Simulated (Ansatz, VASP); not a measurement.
**One calculation of CdSe, two programs**

Contents of INCAR:

```
  PREC = Accurate
  ENCUT = 520
  EDIFF = 1E-6
  ISMEAR = -1
  SIGMA = 0.02
  LREAL = False
  LASPH = True
  NELM = 100
  ALGO = Normal
  ISIF = 2
  LWAVE = False
  LCHARG = False
  GGA = PE
  NBANDS = 16
```

Contents of KPOINTS:

```
Automatic mesh
0
Gamma
  8 8 8
```

File POSCAR:

```
CdSe
1.0
    0.0754753868      3.0834346228      3.0834346228
    3.0834346228      0.0754753868      3.0834346228
    3.0834346228      3.0834346228      0.0754753868
Cd Se
1 1
Direct
    0.0026982822      0.0026982822      0.0026982822
    0.2473017178      0.2473017178      0.2473017178
```

Input for Ansatz:

```yaml
crystal:
  lattice:
    - [0.0754753868, 3.0834346228, 3.0834346228]
    - [3.0834346228, 0.0754753868, 3.0834346228]
    - [3.0834346228, 3.0834346228, 0.0754753868]
  atoms:
    - { symbol: Cd, position: [0.0026982822, 0.0026982822, 0.0026982822] }
    - { symbol: Se, position: [0.2473017178, 0.2473017178, 0.2473017178] }
kpoints:
  mp_grid: { grid: [8, 8, 8] }
  band_path:
    path:
      - [0.0, 0.0, 0.0]
      - [-0.5, -0.5, 0.0]
      - [-0.375, -0.375, 0.25]
      - [-0.375, 0.0, 0.375]
      - [0.0, 0.0, 0.5]
      - [-0.5, -0.25, 0.25]
    npoints: 1
hamiltonian:
  xc: pbe
scf:
  occupations: { method: fermi_dirac, width: 0.02 }
  n_extra_bands: 4
output:
  forces: true
  stress: true
  eigenvalues: true
```

Change from the starting cell: epitaxial_111 strain -1.9%.

Alike in both runs: task single point; functional PBE; k mesh 8 × 8 × 8; occupations fermi-dirac, width 0.02 eV; no spin polarisation.

|  | VASP | Ansatz |
| --- | --- | --- |
| version | VASP 6.6.1 | Ansatz 0.2.0 |
| potentials or method | VASP PAW PBE potentials, release 64 (Cd, Se) | plane waves, PAW |
| plane-wave cutoff (eV) | 520 | 420 |
| valence electrons in the cell | 18 | 36 |

Ansatz gave:

| Property | Result |
| --- | --- |
| pressure (GPa) | 2.6 |
| traceless stress, the component that is largest in VASP (GPa) | -0.52 |

**Question.** Estimate VASP's values.

**Answer.** Pressure (GPa): 2.9; traceless stress, the component that is largest in VASP (GPa): -0.52.

VASP's potentials hold 18 valence electrons a cell and Ansatz's 36, so a difference there can come from the potentials and not from the codes.
